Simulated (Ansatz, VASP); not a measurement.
## SrO: VASP beside Ansatz

File INCAR:

```
ALGO = Normal
EDIFF = 1E-6
ENCUT = 600
GGA = PE
GGA_COMPAT = False
ISIF = 2
ISMEAR = 0
IVDW = 12
LASPH = True
LCHARG = True
LELF = True
LREAL = False
LVHAR = True
LWAVE = False
NBANDS = 15
NELM = 120
PREC = Accurate
SIGMA = 0.01
```

The input KPOINTS:

```
k-points
0
Gamma
  5 5 5
```

POSCAR

```
SrO
1.0
    0.0000000000      2.5663000000      2.5663000000
    2.5663000000      0.0000000000      2.5663000000
    2.5663000000      2.5663000000      0.0000000000
Sr O
1 1
Direct
    0.5000000000      0.5000000000      0.5000000000
    0.0000000000      0.0000000000      0.0000000000
```

Input for Ansatz:

```yaml
crystal:
  lattice:
    - [0.0, 2.5663, 2.5663]
    - [2.5663, 0.0, 2.5663]
    - [2.5663, 2.5663, 0.0]
  atoms:
    - { symbol: Sr, position: [0.5, 0.5, 0.5] }
    - { symbol: O, position: [0.0, 0.0, 0.0] }
basis:
  ecutwfc: 435.382179935808
kpoints:
  mp_grid:
    grid: [5, 5, 5]
    shift: [0.0, 0.0, 0.0]
  band_path:
    path:
      - [0.375, 0.375, 0.75]
      - [0.0, 0.0, 0.0]
      - [0.5, 0.5, 0.5]
      - [0.5, 0.25, 0.75]
      - [0.5, 0.0, 0.5]
    npoints: 4
hamiltonian:
  xc: pbe
  dispersion: d3bj
scf:
  max_iter: 200
  n_extra_bands: 8
  convergence:
    dr2_threshold: 1.0e-07
  mixing:
    algorithm: msr1
    preconditioner: kerker_dos
  occupations:
    method: fixed
```

Alike in both runs: task single point; functional PBE; dispersion D3(BJ); k mesh 5 × 5 × 5; no spin polarisation.

|  | VASP | Ansatz |
| --- | --- | --- |
| version | VASP 6.6.1 | Ansatz 0.2.0 |
| potentials or method | VASP PAW PBE potentials, release 64 (Sr_sv, O), cutoff 600 eV | plane waves, PAW |
| occupations | gaussian, width 0.01 eV | fixed |
| valence electrons in the cell | 16 | 16 |

```tsv
	VASP	Ansatz	Ansatz less VASP
gap on the k mesh at the Fermi level (eV)	3.45	3.50	+0.047
```

The k mesh is coarse, so the values compare programs but aren't converged.
